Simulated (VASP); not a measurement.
# Br (P6_422) in VASP: notebook, part 2 of 2

VASP 6.6.1.

**4. Relaxation of cell and atoms, PBE**

The input, INCAR:

```
PREC = Accurate
ENCUT = 600
EDIFF = 1E-6
ISMEAR = 0
SIGMA = 0.1
LREAL = False
LASPH = True
NELM = 80
ALGO = Normal
ISIF = 3
LWAVE = False
LCHARG = False
GGA = PE
IBRION = 2
NSW = 90
EDIFFG = -0.04
```

The input, KPOINTS:

```
regular mesh
0
Gamma
  6 6 4
```

The input, POSCAR:

```
Br
1.0
    3.8768777200      0.0000000000      0.0000000000
   -1.9384388600      3.3574746000      0.0000000000
    0.0000000000      0.0000000000      4.2452435700
Br
3
Direct
    0.0000000000      0.5000000000      0.3333333300
    0.5000000000      0.5000000000      0.6666666700
    0.5000000000      0.0000000000      0.0000000000
```

Potentials or basis: VASP PAW PBE potentials, release 64 (Br).

On the command line:

```sh
> cat potpaw_PBE.64/Br/POTCAR > POTCAR
> mpirun -np 1 vasp_std > vasp.out
```

OUTCAR:

```text
PREC = Accurate
   ENCUT = 600
   EDIFF = 1E-6
   ISMEAR = 0
   LREAL = False
   LASPH = True
   NELM = 80
   ISIF = 3
   GGA = PE
   IBRION = 2
   NSW = 90
   EDIFFG = -0.04

 ion  position               nearest neighbor table
   1  0.000  0.500  0.333-   3 2.40   3 2.40   2 2.40   2 2.40
   2  0.500  0.500  0.667-   3 2.40   3 2.40   1 2.40   1 2.40
   3  0.500  0.000  0.000-   1 2.40   2 2.40   2 2.40   1 2.40

  LATTYP: Found a hexagonal cell.
 ALAT       =     3.8768777200
 C/A-ratio  =     1.0950161126

  Lattice vectors:

 A1 = (   3.8768777200,   0.0000000000,   0.0000000000)
 A2 = (  -1.9384388600,   3.3574746000,   0.0000000000)
 A3 = (   0.0000000000,   0.0000000000,   4.2452435700)

Analysis of symmetry for initial positions (statically):
=====================================================================
[... 999 lines left out ...]
      4      -4.6371      2.00000
      5      -3.6449      2.00000
      6      -3.6449      2.00000
      7      -1.8920      2.00000
      8      -1.8920      2.00000
      9      -0.6557      2.00000
     10      -0.2410      1.99447
     11      -0.2410      1.99447
     12       0.4869      0.00000
     13       7.9791      0.00000
     14       8.2548      0.00000

[... ionic steps 4 to 12 ...]

--------------------------------------- Ionic step       13  -------------------------------------------

 number of electron      20.9999987 magnetization

------------------------ aborting loop because EDIFF is reached ----------------------------------------
[... 69 lines left out ...]
--------------------------------------- Ionic step       15  -------------------------------------------

 number of electron      20.9999990 magnetization

 Free energy of the ion-electron system (eV)
  ---------------------------------------------------
  ext. energy  EPLUGINS =         0.00000000
  ---------------------------------------------------
  free energy    TOTEN  =        -3.64320786 eV

  energy without entropy =       -3.63568131  energy(sigma->0) =       -3.63944458

 E-fermi :   0.8144     XC(G=0):  -8.4591

 val. band max:        0.7098840989   @ k =   0.3333   0.1667   0.0000
 cond. band min:       0.8449017062   @ k =   0.1667   0.0000   0.2500
 fundamental gap:      0.1350176072
 Fermi energy:         0.8143565552
[... 385 lines left out ...]
  FREE ENERGIE OF THE ION-ELECTRON SYSTEM (eV)
  ---------------------------------------------------
  free  energy   TOTEN  =        -3.6432078581 eV

  energy  without entropy=       -3.6356813064  energy(sigma->0) =       -3.63944458

 reached required accuracy - stopping structural energy minimisation
```

It took 3.4 min on 1 thread of Intel Xeon 8259CL, shared host; peak memory 0.19 GiB.

Results:

```
Free energy                           : -3.6432 eV
Relaxed volume                        : 30.56 Å³/atom
Relaxed cell                          : a = 4.040 Å, b = 4.040 Å, c = 6.485 Å, α = 90.00°, β = 90.00°, γ = 120.00°
Space group after relaxing (to 0.1 Å) : P6_422 (No. 181)
Energy gained by relaxing             : 1833.2 meV/atom
Ionic steps                           : 15
Pressure after relaxing               : 0.0 GPa
Band gap on the k mesh                : zero (an odd number of electrons rules out a gap without spin polarisation)
```

Step by step:
```
step  energy change (eV)  largest force (eV/Å)  pressure (GPa)  volume (Å³)
   1              0.0000                0.0000           60.40        55.26
   2             -4.9786                0.0000           -2.71       131.34
   3             -5.2436                0.0000            1.31        98.88
   4             -5.2619                0.0000           -0.61       107.49
   5             -5.2670                0.0000           -0.13       104.92
   6             -5.2666                0.0000            0.12       103.71
   7             -5.2807                0.0000            0.07       103.51
   8             -5.3239                0.0000           -0.06       102.79
   9             -5.4081                0.0000           -0.41       100.82
  10             -5.4756                0.0000           -1.24        94.94
  11             -5.4753                0.0000           -0.88        97.88
  12             -5.4819                0.0000           -0.99        97.10
  13             -5.4981                0.0000           -0.36        92.85
  14             -5.4989                0.0000           -0.18        91.82
  15             -5.4995                0.0000           -0.02        91.67
```

Final structure:
```cif
data_structure
_symmetry_space_group_name_H-M 'P 1'
_symmetry_Int_Tables_number 1
_cell_length_a 4.0402
_cell_length_b 4.0402
_cell_length_c 6.4850
_cell_angle_alpha 90.000
_cell_angle_beta 90.000
_cell_angle_gamma 120.000
_cell_volume 91.67
loop_
_atom_site_label
_atom_site_type_symbol
_atom_site_fract_x
_atom_site_fract_y
_atom_site_fract_z
_atom_site_occupancy
Br1 Br 0.00000 0.50000 0.33333 1
Br2 Br 0.50000 0.50000 0.66667 1
Br3 Br 0.50000 0.00000 0.00000 1
```

Levels at points of the mesh, in eV from the Fermi level:
```tsv
k point	band 9	band 10	band 11	band 12	band 13	band 14
(0.00, 0.00, 0.00)	-0.49	-0.49	-0.14	0.60	6.06	6.84
(0.50, 0.00, 0.00)	-0.81	-0.76	-0.50	0.80	7.04	8.01
(0.00, 0.00, 0.50)	-0.85	-0.57	-0.57	0.27	6.61	7.33
(0.50, 0.00, 0.50)	-1.01	-0.76	-0.53	0.66	7.11	7.83
```

Caveat: the k points lie up to 0.30 Å⁻¹ apart in the final cell, too coarse for converged energies and pressures of a metal; the volume moved by over 15 % at a fixed basis, so the end points are rough; an odd number of electrons without spin polarisation forces a metal; a magnetic or distorted state may lie lower.

**5. Single point, PBE**

This run uses another cell than the first one, of 30.21 Å³/atom.

The input, INCAR:

```
SYSTEM = Br
PREC = Accurate ; ENCUT = 520
EDIFF = 1E-6 ; ISMEAR = 0
SIGMA = 0.1 ; LREAL = .FALSE.
LASPH = .TRUE. ; NELM = 80
ALGO = Normal ; ISIF = 2
LWAVE = .FALSE. ; LCHARG = .FALSE.
GGA = PE ; NBANDS = 18
```

The input, KPOINTS:

```
Automatic mesh
0
G
  12 12 8
  0 0 0
```

The input, POSCAR:

```
Br
1.0
    3.9920158093      0.0000000000      0.0000000000
   -1.9960079046      3.4571871031      0.0000000000
    0.0000000000      0.0000000000      6.5666767154
Br
3
Direct
    0.0000000000      0.5000000000      0.3333333333
    0.5000000000      0.5000000000      0.6666666667
    0.5000000000      0.0000000000      0.0000000000
```

Potentials or basis: VASP PAW PBE potentials, release 64 (Br).

On the command line:

```sh
> cat potpaw_PBE.64/Br/POTCAR > POTCAR
> mpirun -np 1 vasp_std > vasp.out
```

OUTCAR:

```text
SYSTEM = Br
   PREC = Accurate
   ENCUT = 520
   EDIFF = 1E-6
   ISMEAR = 0
   LREAL = .FALSE.
   LASPH = .TRUE.
   NELM = 80
   ISIF = 2
   GGA = PE

 ion  position               nearest neighbor table
   1  0.000  0.500  0.333-
   2  0.500  0.500  0.667-
   3  0.500  0.000  0.000-

  LATTYP: Found a hexagonal cell.
 ALAT       =     3.9920158093
 C/A-ratio  =     1.6449525826

  Lattice vectors:

 A1 = (   3.9920158093,   0.0000000000,   0.0000000000)
 A2 = (  -1.9960079046,   3.4571871031,   0.0000000000)
 A3 = (   0.0000000000,   0.0000000000,   6.5666767154)

Analysis of symmetry for initial positions (statically):
=====================================================================
 Subroutine PRICEL returns:
 Original cell was already a primitive cell.

 Routine SETGRP: Setting up the symmetry group for a
 hexagonal supercell.

 Subroutine GETGRP returns: Found 12 space group operations
 (whereof  4 operations were pure point group operations)
 out of a pool of 24 trial point group operations.

The static configuration has the point symmetry D_2 .
 The point group associated with its full space group is D_6 .

Analysis of symmetry for dynamics (positions and initial velocities):
=====================================================================
 Subroutine PRICEL returns:
 Original cell was already a primitive cell.

 Routine SETGRP: Setting up the symmetry group for a
 hexagonal supercell.

 Subroutine GETGRP returns: Found 12 space group operations
 (whereof  4 operations were pure point group operations)
 out of a pool of 24 trial point group operations.

The dynamic configuration has the point symmetry D_2 .
 The point group associated with its full space group is D_6 .

 Subroutine INISYM returns: Found 12 space group operations
 (whereof  4 operations are pure point group operations),
 and found     1 'primitive' translations

[... 113 lines left out ...]
   IALGO  =     38    algorithm
   IMIX   =      4    mixing-type and parameters
     AMIX     =   0.40;   BMIX     =  1.00
     AMIX_MAG =   1.60;   BMIX_MAG =  1.00
  volume/ion in A,a.u.               =      30.21       203.86
  Fermi-wavevector in a.u.,A,eV,Ry     =   1.005528  1.900173 13.756679  1.011087
  Thomas-Fermi vector in A             =   2.138213
   LORBIT       =      0    0 simple, 1 ext, 2 COOP (PROOUT), +10 PAW based schemes
   GGA     = PE    functional components
   LHFCALC =     F    Hartree Fock is set to
   AEXX    =    0.0000 exact exchange contribution
   IVDW    =     0    specifies the selected vdW correction
   LEPSILON=     F    determine dielectric tensor
   LRPA    =     F    only Hartree local field effects (RPA)
 non-spin polarized calculation
 Gauss-broadening in eV      SIGMA  =   0.10
  energy-cutoff  :      520.00
  volume of cell :       90.63
 maximum number of plane-waves:      2472
 NGX is ok and might be reduce to    30
   NGX = 15   NGY = 15   NGZ = 25

 number of electron      21.0000005 magnetization

 Free energy of the ion-electron system (eV)
  ---------------------------------------------------
  ext. energy  EPLUGINS =         0.00000000
  ---------------------------------------------------
  free energy    TOTEN  =        -3.62743483 eV

  energy without entropy =       -3.61188088  energy(sigma->0) =       -3.61965785

 E-fermi :   0.8232     XC(G=0):  -8.5226

 val. band max:        0.7975762818   @ k =   0.2500   0.0833   0.1250
 cond. band min:       0.8292054473   @ k =   0.3333   0.0833   0.1250
 fundamental gap:      0.0316291656
 Fermi energy:         0.8231839631

 k-point     1 :       0.0000    0.0000    0.0000
  band No.  band energies     occupation
      1     -14.7207      2.00000
      2     -13.0462      2.00000
      3     -13.0462      2.00000
      4      -2.2585      2.00000
      5      -2.2585      2.00000
      6      -1.9630      2.00000
[... 481 lines left out ...]
      5      -3.0417      2.00000
      6      -1.8120      2.00000
[... 10 lines left out ...]
     17      11.3041      0.00000
     18      11.9366      0.00000

 [... further k-points ...]

------------------------ aborting loop because EDIFF is reached ----------------------------------------

  FORCE on cell =-STRESS in cart. coord.  units (eV):
  Direction    XX          YY          ZZ          XY          YZ          ZX
  --------------------------------------------------------------------------------------
  -------------------------------------------------------------------------------------
  Total        0.0185193      0.0185193     -0.0178743      0.0000000      0.0000000     -0.0000000
  in kB        0.3273968      0.3273968     -0.3159945      0.0000000      0.0000000     -0.0000000
  external PRESSURE =       0.1129330 kB  Pullay stress =       0.0000000 kB

 VOLUME and BASIS-vectors are now :
 -----------------------------------------------------------------------------
  energy-cutoff  :      520.00
  volume of cell :       90.63
      direct lattice vectors                 reciprocal lattice vectors
     3.992015809  0.000000000  0.000000000     0.250500010  0.144626248  0.000000000
    -1.996007905  3.457187103  0.000000000     0.000000000  0.289252496  0.000000000
     0.000000000  0.000000000  6.566676715     0.000000000  0.000000000  0.152284031

 POSITION                                       TOTAL-FORCE (eV/Angst)
 -----------------------------------------------------------------------------------
     -0.99800      1.72859      2.18889        -0.000000      0.000000      0.000000
      0.99800      1.72859      4.37778         0.000000     -0.000000      0.000000
      1.99601      0.00000      0.00000         0.000000     -0.000000     -0.000000
 -----------------------------------------------------------------------------------
    total drift:                               -0.000000     -0.000000     -0.000000

  FREE ENERGIE OF THE ION-ELECTRON SYSTEM (eV)
  ---------------------------------------------------
  free  energy   TOTEN  =        -3.6274348331 eV

  energy  without entropy=       -3.6118808750  energy(sigma->0) =       -3.61965785
```

stdout:

```text
POSCAR found type information on POSCAR Br
 POSCAR found :  1 types and       3 ions
 scaLAPACK will be used
 LDA part: xc-table for (Slater+PW92), standard interpolation
 POSCAR, INCAR and KPOINTS ok, starting setup
 FFT: planning ... GRIDC
 FFT: planning ... GRID_SOFT
 FFT: planning ... GRID
 WAVECAR not read
 entering main loop
```

Run time: 2.4 min. Hardware: 1 thread of Intel Xeon 8259CL, shared host; peak memory 0.27 GiB.

Results:

```yaml
Free_energy: -3.6274 eV
Pressure: 0.0 GPa
Band_gap_on_the_k_mesh: zero (an odd number of electrons rules out a gap without spin polarisation)
```

Levels at points of the mesh, in eV from the Fermi level:
```tsv
k point	band 8	band 9	band 10	band 11	band 12	band 13	band 14	band 15
(0.00, 0.00, 0.00)	-1.73	-0.38	-0.38	-0.06	0.74	6.20	6.93	6.93
(0.50, 0.00, 0.00)	-1.92	-0.76	-0.74	-0.42	0.82	7.10	8.05	8.45
(0.00, 0.00, 0.50)	-0.74	-0.74	-0.47	-0.47	0.35	6.68	7.42	7.42
(0.50, 0.00, 0.50)	-1.70	-0.95	-0.68	-0.52	0.73	7.16	7.89	8.20
```

Caveat: an odd number of electrons without spin polarisation forces a metal; a magnetic or distorted state may lie lower.

**6. Relaxation of cell and atoms, PBE**

This run uses another cell than the first one, of 30.96 Å³/atom.

The input, INCAR:

```
PREC     = Accurate       # precision mode
ENCUT    = 600            # plane-wave cutoff, eV
EDIFF    = 1E-6           # SCF threshold, eV
ISMEAR   = 0              # smearing method
SIGMA    = 0.1            # smearing width, eV
LREAL    = False          # projectors in reciprocal space
LASPH    = True           # aspherical terms in the spheres
NELM     = 80             # most SCF steps
ALGO     = Normal         # electronic algorithm
ISIF     = 3              # what is computed and relaxed
LWAVE    = False          # write WAVECAR
LCHARG   = False          # write CHGCAR
GGA      = PE             # functional
IBRION   = 2              # ionic algorithm
NSW      = 100            # ionic steps
EDIFFG   = -0.01          # ionic threshold
```

The input, KPOINTS:

```
Automatic mesh
0
Gamma
  12 12 8
```

The input, POSCAR:

```
Br
1.0
    4.0761612544      0.0000000000      0.0000000000
   -2.0380806272      3.5300591962      0.0000000000
    0.0000000000      0.0000000000      6.4554220014
Br
3
Direct
    0.0000000000      0.5000000000      0.3333333333
    0.5000000000      0.5000000000      0.6666666667
    0.5000000000      0.0000000000      0.0000000000
```

Potentials or basis: VASP PAW PBE potentials, release 64 (Br).

On the command line:

```sh
> cat potpaw_PBE.64/Br/POTCAR > POTCAR
> mpirun -np 1 vasp_std > vasp.out
```

Wall time 15 min (1 thread of Intel Xeon 8259CL, shared host); peak memory 0.34 GiB.

The run converged. Its results:

```yaml
Free_energy: -3.6277 eV
Relaxed_volume: 30.28 Å³/atom
Relaxed_cell: a = 4.001 Å, b = 4.001 Å, c = 6.554 Å, α = 90.00°, β = 90.00°, γ = 120.00°
Space_group_after_relaxing_to_0.1_Å: P6_422 (No. 181)
Energy_gained_by_relaxing: 1.7 meV/atom
Ionic_steps: 7
Pressure_after_relaxing: 0.0 GPa
Band_gap_on_the_k_mesh: zero (an odd number of electrons rules out a gap without spin polarisation)
```

Step by step:
```
step  energy change (eV)  largest force (eV/Å)  pressure (GPa)  volume (Å³)
   1              0.0000                0.0000           -0.10        92.89
   2             -0.0014                0.0000           -0.11        92.62
   3             -0.0043                0.0000           -0.13        91.81
   4             -0.0022                0.0000           -0.14        90.16
   5             -0.0048                0.0000           -0.13        91.33
   6             -0.0049                0.0000            0.07        90.63
   7             -0.0050                0.0000            0.04        90.85
```

Final structure:
```
Br
1.0
     4.00083    0.00000    0.00000
    -2.00041    3.46482    0.00000
     0.00000    0.00000    6.55404
Br
3
Cartesian
  -1.0002 1.7324 2.1847
  1.0002 1.7324 4.3694
  2.0004 0.0000 0.0000
```

Levels at points of the mesh, in eV from the Fermi level:
```
           k point  band 7  band 8  band 9  band 10  band 11  band 12  band 13  band 14
(0.00, 0.00, 0.00)   -1.75   -1.75   -0.39    -0.39    -0.07     0.73     6.18     6.93
(0.50, 0.00, 0.00)   -2.60   -1.93   -0.76    -0.74    -0.42     0.83     7.10     8.05
(0.00, 0.00, 0.50)   -1.88   -0.75   -0.75    -0.48    -0.48     0.34     6.68     7.41
(0.50, 0.00, 0.50)   -2.61   -1.69   -0.95    -0.68    -0.51     0.73     7.16     7.89
```

Caveat: an odd number of electrons without spin polarisation forces a metal; a magnetic or distorted state may lie lower.

**7. Overview**

| task | cell | k mesh | cutoff (eV) | gap on the mesh (eV) | pressure (GPa) | relaxed volume (Å³/atom) |
| --- | --- | --- | --- | --- | --- | --- |
| single point | a = 3.877, b = 3.877, c = 4.245 Å, angles 90.0, 90.0, 120.0°, 3 atoms | 6 × 6 × 4 | 520 | none | 60.4 | - |
| single point | a = 4.076, b = 4.076, c = 6.455 Å, angles 90.0, 90.0, 120.0°, 3 atoms | 6 × 6 × 4 | 520 | none | -0.2 | - |
| relaxation of cell and atoms | relaxed from a = 3.877, b = 3.877, c = 4.245 Å, angles 90.0, 90.0, 120.0°, 3 atoms | 6 × 6 × 4 | 600 | none | 0.0 | 30.56 |
| single point | a = 3.992, b = 3.992, c = 6.567 Å, angles 90.0, 90.0, 120.0°, 3 atoms | 12 × 12 × 8 | 520 | none | 0.0 | - |
| relaxation of cell and atoms | relaxed from a = 4.076, b = 4.076, c = 6.455 Å, angles 90.0, 90.0, 120.0°, 3 atoms | 12 × 12 × 8 | 600 | none | 0.0 | 30.28 |

Alike in all rows: level PBE; potentials or basis VASP PAW PBE potentials, release 64 (Br); no spin polarisation; smearing gaussian 0.1 eV.

Caveats: some runs use coarse meshes; an odd number of electrons without spin polarisation forces a metal; a magnetic or distorted state may lie lower; the volume moved by over 15 % at a fixed basis, so the end points are rough (at least some runs).

Absolute energies hang on the potentials; compare differences alone.
